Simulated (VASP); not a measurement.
Write the native input for VASP 6.6.1 that does the following.

| Item | Value |
| --- | --- |
| Task | single point |
| Functional | PBE |
| Potentials or basis | VASP PAW PBE potentials, release 64 (Ni, O) |
| Cutoff | 520 eV |
| k mesh | 14 × 14 × 14 |
| Occupations | fermi-dirac, width 0.03 eV |
| Spin | collinear spin, ferromagnetic start |
| Starting moments | [1.5, 0.0] μB |
| Dipole correction | no |
| Further INCAR settings | ALGO = Normal; EDIFF = 1e-07; NBANDS = 19 |

The structure of NiO (zincblende type) lies in POSCAR:

```
NiO
1.0
    0.0000000000      2.2027240222      2.2027240222
    2.2027240222      0.0000000000      2.2027240222
    2.2027240222      2.2027240222      0.0000000000
Ni O
1 1
Direct
    0.0000000000      0.0000000000      0.0000000000
    0.2500000000      0.2500000000      0.2500000000
```

This cell differs from its parent crystal: volume scaled by 0.95.

These files were run (other wordings do the same):

INCAR

```
PREC = Accurate
ENCUT = 520
EDIFF = 1E-7
ISMEAR = -1
SIGMA = 0.03
LREAL = False
LASPH = True
NELM = 150
ALGO = Normal
ISIF = 2
LWAVE = False
LCHARG = False
ISPIN = 2
MAGMOM = 1.5 0
LORBIT = 11
LMAXMIX = 4
GGA = PE
NBANDS = 19
```

KPOINTS

```
regular mesh
0
Gamma
  14 14 14
```

Potentials or basis: VASP PAW PBE potentials, release 64 (Ni, O).

Launch:

```console
$ cat potpaw_PBE.64/Ni/POTCAR potpaw_PBE.64/O/POTCAR > POTCAR
$ mpirun -np 1 vasp_std > vasp.out
```

Results of the run:

| Quantity | Value |
| --- | --- |
| Pressure | 8.3 GPa |
| Net moment | 1.81 μB per cell |
| Site moments | Ni +1.42; O +0.34 μB |
| Valence electrons inside the program's atomic spheres | Ni 9.21; O 5.00 |

Caveat: a cell with one magnetic atom can't hold antiferromagnetic order, which such compounds often take.

Wall time 40 s on 1 thread of Intel(R) Xeon(R) Platinum 8488C (Sapphire Rapids), on a shared host, peak memory 0.19 GiB.
